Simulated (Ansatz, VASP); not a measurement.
## One calculation of Se, two programs

```xyz
1
Lattice="0.0000 2.1224 2.1224 2.1224 0.0000 2.1224 2.1224 2.1224 0.0000" Properties=species:S:1:pos:R:3 pbc="T T T"
Se    0.0000    0.0000    0.0000
```

Change from the starting cell: volume scaled by 0.9405.

Alike in both runs: task single point; functional PBE; k mesh 16 × 16 × 16; occupations fermi-dirac, width 0.03 eV; no spin polarisation.

|  | VASP | Ansatz |
| --- | --- | --- |
| version | VASP 6.6.1 | Ansatz 0.2.0 |
| potentials or method | VASP PAW PBE potentials, release 64 (Se), cutoff 520 eV | all-electron LAPW, scalar-relativistic |

```csv
,VASP,Ansatz,Ansatz less VASP
pressure (GPa),5.0,4.9,-0.01
```

Ansatz ran all-electron here, and VASP with PAW potentials.
